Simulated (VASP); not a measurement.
# Ca (I4/mmm) in VASP: single point with PBEsol

Aim: the single point of Ca with PBEsol.

Program: VASP 6.6.1. These are calculated values, not measurements. Logs are shortened: lines on timing, memory, paths and dates and some standing lists are left out, and cuts for length are marked.

**1. The cell of the first run**

It takes space group I4/mmm (No. 139, tetragonal). The conventional cell has a = 3.888 Å, b = 3.888 Å, c = 5.773 Å, α = 90.00°, β = 90.00°, γ = 90.00°. Within 5.1 Å of Ca (site symmetry 4/mmm) lie 12 Ca at 3.89 to 3.99 Å.

**2. Single point, PBEsol**

INCAR reads:

```
SYSTEM = Ca
ALGO     = Fast           ! electronic algorithm
EDIFF    = 1E-6           ! SCF threshold, eV
ENCUT    = 520            ! plane-wave cutoff, eV
GGA      = PS             ! functional
ISIF     = 2              ! what is computed and relaxed
ISMEAR   = 0              ! smearing method
LASPH    = .True.         ! aspherical terms in the spheres
LCHARG   = .False.        ! write CHGCAR
LREAL    = .False.        ! projectors in reciprocal space
LWAVE    = .False.        ! write WAVECAR
NBANDS   = 11             ! bands
NELM     = 60             ! most SCF steps
PREC     = Accurate       ! precision mode
SIGMA    = 0.15           ! smearing width, eV
```

KPOINTS reads:

```
k-points
0
Gamma
  16 16 16
  0 0 0
```

POSCAR reads:

```
Ca
1.0
    0.0000000000      2.7491243758      2.8865805946
    2.7491243758      0.0000000000      2.8865805946
    2.7491243758      2.7491243758      0.0000000000
Ca
1
Direct
    0.0000000000      0.0000000000      0.0000000000
```

Potentials or basis: VASP PAW PBE potentials, release 64 (Ca_sv).

Command:

```sh
cat potpaw_PBE.64/Ca_sv/POTCAR > POTCAR
mpirun -np 1 vasp_std > vasp.out
```

OUTCAR:

```text
SYSTEM = Ca
   EDIFF = 1E-6
   ENCUT = 520
   GGA = PS
   ISIF = 2
   ISMEAR = 0
   LASPH = .True.
   LREAL = .False.
   NELM = 60
   PREC = Accurate

 ion  position               nearest neighbor table
   1  0.000  0.000  0.000-

  LATTYP: Found a body centered tetragonal cell.
 ALAT       =     3.8878489769
 C/A-ratio  =     1.4849242405

  Lattice vectors:

 A1 = (  -2.7491243758,   0.0000000000,   2.8865805946)
 A2 = (   2.7491243758,   0.0000000000,   2.8865805946)
 A3 = (   0.0000000000,   2.7491243758,  -2.8865805946)

Analysis of symmetry for initial positions (statically):
=====================================================================
 Subroutine PRICEL returns:
 Original cell was already a primitive cell.

 Routine SETGRP: Setting up the symmetry group for a
 body centered tetragonal supercell.

 Subroutine GETGRP returns: Found 16 space group operations
 (whereof 16 operations were pure point group operations)
 out of a pool of 16 trial point group operations.

The static configuration has the point symmetry D_4h.

Analysis of symmetry for dynamics (positions and initial velocities):
=====================================================================
 Subroutine PRICEL returns:
 Original cell was already a primitive cell.

 Routine SETGRP: Setting up the symmetry group for a
 body centered tetragonal supercell.

 Subroutine GETGRP returns: Found 16 space group operations
 (whereof 16 operations were pure point group operations)
 out of a pool of 16 trial point group operations.

The dynamic configuration has the point symmetry D_4h.

 Subroutine INISYM returns: Found 16 space group operations
 (whereof 16 operations are pure point group operations),
 and found     1 'primitive' translations

----------------------------------------------------------------------------------------

                                     Primitive cell

  volume of cell :      43.6317

  direct lattice vectors                    reciprocal lattice vectors
     0.000000000  2.749124376  2.886580595    -0.181876093  0.181876093  0.173215326
     2.749124376  0.000000000  2.886580595     0.181876093 -0.181876093  0.173215326
     2.749124376  2.749124376  0.000000000     0.181876093  0.181876093 -0.173215326

  length of vectors
     3.986230345  3.986230345  3.887848977     0.310098977  0.310098977  0.310098977

  position of ions in fractional coordinates (direct lattice)
     0.000000000  0.000000000  0.000000000

  ion indices of the primitive-cell ions
   primitive index   ion index
[... 83 lines left out ...]
   PSTRESS=    0.0 pullay stress
   NELECT =      10.0000    total number of electrons
   NUPDOWN=      -1.0000    fix difference up-down
   EMIN   =  10.00;   EMAX   =-10.00  energy-range for DOS
   EFERMI =   0.00;   METHOD = LEGACY
   ISMEAR =     0;   SIGMA  =   0.15  broadening in eV -4-tet -1-fermi 0-gaus
   EFERMI_NEDOS =   21; number of points for ismear=-14 and -15
   IALGO  =     68    algorithm
   IMIX   =      4    mixing-type and parameters
     AMIX     =   0.40;   BMIX     =  1.00
     AMIX_MAG =   1.60;   BMIX_MAG =  1.00
  volume/ion in A,a.u.               =      43.63       294.44
  Fermi-wavevector in a.u.,A,eV,Ry     =   1.001861  1.893242 13.656506  1.003725
  Thomas-Fermi vector in A             =   2.134310
   LORBIT       =      0    0 simple, 1 ext, 2 COOP (PROOUT), +10 PAW based schemes
   GGA     = PS    functional components
   LHFCALC =     F    Hartree Fock is set to
   AEXX    =    0.0000 exact exchange contribution
   IVDW    =     0    specifies the selected vdW correction
   LEPSILON=     F    determine dielectric tensor
   LRPA    =     F    only Hartree local field effects (RPA)
 non-spin polarized calculation
 RMM-DIIS sequential band-by-band and
 Gauss-broadening in eV      SIGMA  =   0.15
  energy-cutoff  :      520.00
  volume of cell :       43.63
 maximum number of plane-waves:      1195
 NGX is ok and might be reduce to    30
   NGX = 15   NGY = 15   NGZ = 15

 number of electron      10.0000000 magnetization

 number of electron       9.9999999 magnetization

 Free energy of the ion-electron system (eV)
  ---------------------------------------------------
  ext. energy  EPLUGINS =         0.00000000
  ---------------------------------------------------
  free energy    TOTEN  =        -2.12853932 eV

  energy without entropy =       -2.11289428  energy(sigma->0) =       -2.12071680

 E-fermi :   1.7619     XC(G=0):  -7.7052

 val. band max:        1.7587064350   @ k =  -0.4375   0.0000   0.2500
 cond. band min:       1.7630024730   @ k =  -0.3125   0.4375   0.2500
 fundamental gap:      0.0042960380
 Fermi energy:         1.7619436280

 k-point     1 :       0.0000    0.0000    0.0000
  band No.  band energies     occupation
      1     -40.1609      2.00000
      2     -21.1585      2.00000
      3     -21.1551      2.00000
      4     -21.1550      2.00000
      5      -2.2113      2.00000
      6       3.9014      0.00000
      7       4.1227      0.00000
      8       4.1227      0.00000
      9       4.9257      0.00000
     10       5.2131      0.00000
     11      10.7682      0.00000
[... 309 lines left out ...]
 k-point    24 :      -0.0625    0.0625    0.0000
  band No.  band energies     occupation
      1     -40.1597      2.00000
      2     -21.1681      2.00000
      3     -21.1617      2.00000
      4     -21.1556      2.00000
      5      -2.0325      2.00000
      6       3.9199      0.00000
      7       3.9627      0.00000
      8       4.1932      0.00000
      9       4.9487      0.00000
     10       5.0930      0.00000
     11      10.9360      0.00000

 [... further k-points ...]

------------------------ aborting loop because EDIFF is reached ----------------------------------------

  FORCE on cell =-STRESS in cart. coord.  units (eV):
  Direction    XX          YY          ZZ          XY          YZ          ZX
  --------------------------------------------------------------------------------------
  -------------------------------------------------------------------------------------
  Total       -0.2716630     -0.2716630     -0.3924954      0.0000000      0.0000000     -0.0000000
  in kB       -9.9755912     -9.9755912    -14.4126108      0.0000000      0.0000000     -0.0000000
  external PRESSURE =     -11.4545978 kB  Pullay stress =       0.0000000 kB

 VOLUME and BASIS-vectors are now :
 -----------------------------------------------------------------------------
  energy-cutoff  :      520.00
  volume of cell :       43.63
      direct lattice vectors                 reciprocal lattice vectors
     0.000000000  2.749124376  2.886580595    -0.181876093  0.181876093  0.173215326
     2.749124376  0.000000000  2.886580595     0.181876093 -0.181876093  0.173215326
     2.749124376  2.749124376  0.000000000     0.181876093  0.181876093 -0.173215326

 POSITION                                       TOTAL-FORCE (eV/Angst)
 -----------------------------------------------------------------------------------
      0.00000      0.00000      0.00000         0.000000      0.000000      0.000000
 -----------------------------------------------------------------------------------
    total drift:                               -0.000000     -0.000000     -0.000000

  FREE ENERGIE OF THE ION-ELECTRON SYSTEM (eV)
  ---------------------------------------------------
  free  energy   TOTEN  =        -2.1285393241 eV

  energy  without entropy=       -2.1128942786  energy(sigma->0) =       -2.12071680
```

stdout:

```text
POSCAR found type information on POSCAR Ca
 POSCAR found :  1 types and       1 ions
 scaLAPACK will be used
 -----------------------------------------------------------------------------
|                                                                             |
|                                                                             |
|     You enforced a specific xc type in the INCAR file but a different       |
|     I HOPE YOU KNOW WHAT YOU ARE DOING!                                     |
|                                                                             |
 -----------------------------------------------------------------------------

 LDA part: xc-table for (Slater+PW92), standard interpolation
 POSCAR, INCAR and KPOINTS ok, starting setup
 FFT: planning ... GRIDC
 FFT: planning ... GRID_SOFT
 FFT: planning ... GRID
 WAVECAR not read
 entering main loop
WARNING in EDDRMM: call to ZHEGV failed, returncode =   6  3     10
WARNING in EDDRMM: call to ZHEGV failed, returncode =   8  4      5
WARNING in EDDRMM: call to ZHEGV failed, returncode =   6  3      5
WARNING in EDDRMM: call to ZHEGV failed, returncode =   6  3      7
WARNING in EDDRMM: call to ZHEGV failed, returncode =   6  3      6
```

It took 5.7 min on 1 thread of AMD EPYC 7R43 (Zen 3), shared host; peak memory 0.24 GiB.

Results:

```yaml
Free_energy: -2.1285 eV
Pressure: -1.1 GPa
Band_gap_on_the_k_mesh: zero (band 5 reaches 1.99 eV, above the bottom of band 6 at 1.59 eV)
```

Levels at points of the mesh, in eV from the Fermi level:
```csv
k point,band 1,band 2,band 3,band 4,band 5,band 6,band 7,band 8,band 9,band 10
"(0.00, 0.00, 0.00)",-41.92,-22.92,-22.92,-22.92,-3.97,2.14,2.36,2.36,3.16,3.45
"(0.50, 0.00, 0.00)",-41.91,-23.04,-22.94,-22.93,-0.99,-0.18,2.04,2.31,3.93,4.02
"(0.50, 0.50, 0.00)",-41.91,-23.03,-22.96,-22.96,-0.54,0.61,0.65,3.99,4.15,4.15
"(0.50, 0.00, 0.50)",-41.91,-23.04,-22.97,-22.96,-0.38,0.56,1.06,3.95,4.06,4.25
```

Caveat: the PAW data sets were made with another functional, which shifts forces and pressure a little.
